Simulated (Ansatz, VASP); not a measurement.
# Sn in VASP and in Ansatz

```
CELL_PARAMETERS angstrom
-2.81610 2.81610 1.65676
2.81610 -2.81610 1.65676
2.81610 2.81610 -1.65676
ATOMIC_POSITIONS crystal
Sn 0.75000 0.25000 0.50000
Sn 0.00000 0.00000 0.00000
```

Change from the starting cell: strain -0.050 along x and y, +0.025 along z, atoms carried along.

Alike in both runs: task single point; functional PBE; k mesh 22 × 22 × 22; occupations gaussian, width 0.15 eV; no spin polarisation.

|  | VASP | Ansatz |
| --- | --- | --- |
| version | VASP 6.6.1 | Ansatz 0.2.0 |
| potentials or method | VASP PAW PBE potentials, release 64 (Sn_d), cutoff 520 eV | scalar-relativistic, plane waves, PAW |
| valence electrons in the cell | 28 | 28 |

Ansatz gave:

* gap on the k mesh at the Fermi level (eV): none
* pressure (GPa): 5.1
* traceless stress, the component that is largest in VASP (GPa): -3.65

Which values does VASP return?

gap on the k mesh at the Fermi level (eV): none; pressure (GPa): 5.0; traceless stress, the component that is largest in VASP (GPa): -3.65.

A gap of «none» marks a metal or a gap that the smearing closes.
